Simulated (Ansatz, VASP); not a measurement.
**Li in VASP and in Ansatz**

INCAR

```
PREC = Accurate
ENCUT = 520
EDIFF = 1E-6
ISMEAR = 0
SIGMA = 0.1
LREAL = False
LASPH = True
NELM = 60
ALGO = Normal
ISIF = 2
LWAVE = False
LCHARG = False
GGA = PE
NBANDS = 16
```

Contents of KPOINTS:

```
regular mesh
0
Gamma
  4 4 4
```

Contents of POSCAR:

```
Li
1.0
    2.5978127587     -3.8774162872      0.0000000000
    2.5978127587      3.8774162872      0.0000000000
    0.0000000000      0.0000000000      5.8729801005
Li
5
Direct
    0.5000000000      0.0000000000      0.2500000000
    0.0000000000      0.5000000000      0.7500000000
    0.0000000000      0.5000000000      0.2500000000
    0.5000000000      0.0000000000      0.7500000000
    0.0000000000      0.0000000000      0.0000000000
```

Input for Ansatz:

```yaml
crystal:
  lattice:
    - [2.5978127587, -3.8774162872, 0.0]
    - [2.5978127587, 3.8774162872, 0.0]
    - [0.0, 0.0, 5.8729801005]
  atoms:
    - { symbol: Li, position: [0.5, 0.0, 0.25] }
    - { symbol: Li, position: [0.0, 0.5, 0.75] }
    - { symbol: Li, position: [0.0, 0.5, 0.25] }
    - { symbol: Li, position: [0.5, 0.0, 0.75] }
    - { symbol: Li, position: [0.0, 0.0, 0.0] }
basis:
  ecutwfc: 420
kpoints:
  mp_grid: { grid: [4, 4, 4] }
hamiltonian:
  xc: pbe
scf:
  occupations: { method: gaussian, width: 0.1 }
  lower_state_search: "off"
output:
  forces: true
  stress: true
  eigenvalues: true
```

Alike in both runs: task single point; functional PBE; k mesh 4 × 4 × 4; occupations gaussian, width 0.1 eV; no spin polarisation.

|  | VASP | Ansatz |
| --- | --- | --- |
| version | VASP 6.6.1 | Ansatz 0.2.0 |
| potentials or method | VASP PAW PBE potentials, release 64 (Li_sv), cutoff 520 eV | scalar-relativistic, plane waves, PAW |
| valence electrons in the cell | 15 | 15 |

|  | VASP | Ansatz | Ansatz less VASP |
| --- | --- | --- | --- |
| gap on the k mesh at the Fermi level (eV) | none | none | - |
| rms of the force components (eV/Å) | 0.085 | 0.084 | -0.0006 |

Atom by atom the forces differ by 0.001 eV/Å (rms over components). A gap of «none» marks a metal or a gap that the smearing closes.

The k mesh is coarse, so the values compare programs but aren't converged. Noted on VASP's run: the cutoff is under 1.25 times that of the potentials, so the pressure is a little rough.
